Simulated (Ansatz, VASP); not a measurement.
**BaH: VASP beside Ansatz**

The input INCAR:

```
SYSTEM = BaH
  PREC = Accurate
  ENCUT = 520
  EDIFF = 1E-7
  ISMEAR = 0
  SIGMA = 0.1
  LREAL = .False.
  LASPH = .True.
  NELM = 60
  ALGO = Normal
  ISIF = 2
  LWAVE = .False.
  LCHARG = .False.
  GGA = PE
  NBANDS = 32
```

The input KPOINTS:

```
Automatic mesh
0
Gamma
  6 4 4
  0 0 0
```

Contents of POSCAR:

```
BaH
1.0
   -2.0541866851     -2.0541866851      2.9041680576
    6.1625600553     -2.0541866851      2.9041680576
   -2.0541866851      6.1625600553      2.9041680576
Ba H
4 4
Direct
    0.0000000000      0.5000000000      0.5000000000
    0.5000000000      0.0000000000      0.5000000000
    0.5000000000      0.5000000000      0.0000000000
    0.0000000000      0.0000000000      0.0000000000
    0.5000000000      0.2500000000      0.2500000000
    0.0000000000      0.7500000000      0.2500000000
    0.0000000000      0.2500000000      0.7500000000
    0.5000000000      0.7500000000      0.7500000000
```

Input for Ansatz:

```yaml
crystal:
  lattice:
    - [-2.0541866851, -2.0541866851, 2.9041680576]
    - [6.1625600553, -2.0541866851, 2.9041680576]
    - [-2.0541866851, 6.1625600553, 2.9041680576]
  atoms:
    - { symbol: Ba, position: [0.0, 0.5, 0.5] }
    - { symbol: Ba, position: [0.5, 0.0, 0.5] }
    - { symbol: Ba, position: [0.5, 0.5, 0.0] }
    - { symbol: Ba, position: [0.0, 0.0, 0.0] }
    - { symbol: H, position: [0.5, 0.25, 0.25] }
    - { symbol: H, position: [0.0, 0.75, 0.25] }
    - { symbol: H, position: [0.0, 0.25, 0.75] }
    - { symbol: H, position: [0.5, 0.75, 0.75] }
basis:
  ecutwfc: 420
kpoints:
  mp_grid: { grid: [6, 4, 4] }
hamiltonian:
  xc: pbe
scf:
  occupations: { method: gaussian, width: 0.1 }
output:
  forces: true
  stress: true
  eigenvalues: true
```

Alike in both runs: task single point; functional PBE; k mesh 6 × 4 × 4; occupations gaussian, width 0.1 eV; no spin polarisation.

|  | VASP | Ansatz |
| --- | --- | --- |
| version | VASP 6.6.1 | Ansatz 0.2.0 |
| potentials or method | VASP PAW PBE potentials, release 64 (Ba_sv, H), cutoff 520 eV | scalar-relativistic, plane waves, PAW |
| valence electrons in the cell | 44 | 44 |

```tsv
	VASP	Ansatz	Ansatz less VASP
gap on the k mesh at the Fermi level (eV)	none	none	-
pressure (GPa)	0.3	-0.1	-0.37
traceless stress, the component that is largest in VASP (GPa)	0.10	0.11	+0.011
```

A gap of «none» marks a metal or a gap that the smearing closes. With one functional, cell and mesh, what is left measures potentials, basis and numerics.

Neither program's run includes spin-orbit coupling.
